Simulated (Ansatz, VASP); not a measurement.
## AlGa3N4: VASP beside Ansatz

The input INCAR:

```
PREC     = Accurate       # precision mode
ENCUT    = 520            # plane-wave cutoff, eV
EDIFF    = 1E-7           # SCF threshold, eV
ISMEAR   = 0              # smearing method
SIGMA    = 0.05           # smearing width, eV
LREAL    = False          # projectors in reciprocal space
LASPH    = True           # aspherical terms in the spheres
NELM     = 100            # most SCF steps
ALGO     = Normal         # electronic algorithm
ISIF     = 2              # what is computed and relaxed
LWAVE    = False          # write WAVECAR
LCHARG   = False          # write CHGCAR
GGA      = PS             # functional
NBANDS   = 41             # bands
```

KPOINTS

```
regular mesh
0
Gamma
  6 8 6
```

File POSCAR:

```
AlGa3N4
1.0
    5.1423512025      0.0000000000      0.0001123911
    0.0000000000      3.1649848011      0.0000000000
   -0.0035856884      0.0000000000      5.0676070777
Al Ga N
1 3 4
Direct
    0.0006034235      0.5000000000      0.6673576246
    0.4991167026      0.5000000000      0.3349195796
    0.4990273840      0.0000000000      0.8315570006
    0.9998617813      0.0000000000      0.1661805284
    0.1196687536      0.5000000000      0.3400974151
    0.1176459797      0.0000000000      0.8263760593
    0.6204436392      0.0000000000      0.1662162869
    0.6312323461      0.5000000000      0.6672965055
```

Input for Ansatz:

```yaml
crystal:
  lattice:
    - [5.1423512025, 0.0, 0.0001123911]
    - [0.0, 3.1649848011, 0.0]
    - [-0.0035856884, 0.0, 5.0676070777]
  atoms:
    - { symbol: Al, position: [0.0006034235, 0.5, 0.6673576246] }
    - { symbol: Ga, position: [0.4991167026, 0.5, 0.3349195796] }
    - { symbol: Ga, position: [0.499027384, 0.0, 0.8315570006] }
    - { symbol: Ga, position: [0.9998617813, 0.0, 0.1661805284] }
    - { symbol: "N", position: [0.1196687536, 0.5, 0.3400974151] }
    - { symbol: "N", position: [0.1176459797, 0.0, 0.8263760593] }
    - { symbol: "N", position: [0.6204436392, 0.0, 0.1662162869] }
    - { symbol: "N", position: [0.6312323461, 0.5, 0.6672965055] }
basis:
  ecutwfc: 420
kpoints:
  mp_grid: { grid: [6, 8, 6] }
hamiltonian:
  xc: pbesol
scf:
  occupations: { method: gaussian, width: 0.05 }
output:
  forces: true
  stress: true
  eigenvalues: true
```

Change from the starting cell: strain -0.0750 x Voigt [0, 0, 1, 0, 0, 0], atoms carried along.

Alike in both runs: task single point; functional PBEsol; k mesh 6 × 8 × 6; occupations gaussian, width 0.05 eV; no spin polarisation.

|  | VASP | Ansatz |
| --- | --- | --- |
| version | VASP 6.6.1 | Ansatz 0.2.0 |
| potentials or method | VASP PAW PBE potentials, release 64 (Al, Ga_d, N), cutoff 520 eV | scalar-relativistic, plane waves, PAW |
| valence electrons in the cell | 62 | 62 |

```tsv
	VASP	Ansatz	Ansatz less VASP
gap on the k mesh at the Fermi level (eV)	2.57	2.55	-0.020
least direct gap on the mesh (eV)	2.57	2.55	-0.020
pressure (GPa)	18.9	19.1	+0.20
traceless stress, the component that is largest in VASP (GPa)	22.23	22.23	-0.003
rms of the force components (eV/Å)	0.798	0.806	+0.0078
```

VASP's potentials were made for PBE, not for PBEsol. Atom by atom the forces differ by 0.018 eV/Å (rms over components).
